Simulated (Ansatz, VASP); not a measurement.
## S in VASP and in Ansatz

Contents of INCAR:

```
  ALGO = Normal
  EDIFF = 1E-7
  ENCUT = 520
  ISIF = 2
  ISMEAR = -1
  LASPH = True
  LCHARG = False
  LREAL = False
  LWAVE = False
  NBANDS = 9
  NELM = 80
  PREC = Accurate
  SIGMA = 0.08
```

The input KPOINTS:

```
k-points
0
Gamma
  16 16 16
```

Contents of POSCAR:

```
S
1.0
    0.0000000000      1.7276248844      1.7276248844
    1.7276248844      0.0000000000      1.7276248844
    1.7276248844      1.7276248844      0.0000000000
S
1
Direct
    0.0000000000      0.0000000000      0.0000000000
```

Input for Ansatz:

```yaml
crystal:
  lattice:
    - [0.0, 1.7276248844, 1.7276248844]
    - [1.7276248844, 0.0, 1.7276248844]
    - [1.7276248844, 1.7276248844, 0.0]
  atoms:
    - { symbol: S, position: [0.0, 0.0, 0.0] }
kpoints:
  mp_grid: { grid: [16, 16, 16] }
scf:
  occupations: { method: fermi_dirac, width: 0.08 }
hamiltonian:
  xc: lda
  pseudopotentials: { kind: all_electron, lapw: { basis_error: 0.001 } }
output:
  forces: true
  stress: true
  eigenvalues: true
  populations: true
```

Change from the starting cell: volume scaled by 0.7, LAPW.

Alike in both runs: task single point; functional LDA; k mesh 16 × 16 × 16; occupations fermi-dirac, width 0.08 eV; no spin polarisation.

|  | VASP | Ansatz |
| --- | --- | --- |
| version | VASP 6.6.1 | Ansatz 0.2.0 |
| potentials or method | VASP PAW LDA potentials, release 64 (S), cutoff 520 eV | all-electron LAPW, scalar-relativistic |

```csv
,VASP,Ansatz,Ansatz less VASP
pressure (GPa),71.9,72.8,+0.87
```

LDA's correlation is that of Perdew and Zunger in VASP and of Perdew and Wang (1992) in Ansatz. Both programs put the cell under a high pressure, so it lies far from rest at this level. Ansatz ran all-electron here, and VASP with PAW potentials.

Noted on VASP's run: the cell as given lies far from equilibrium.
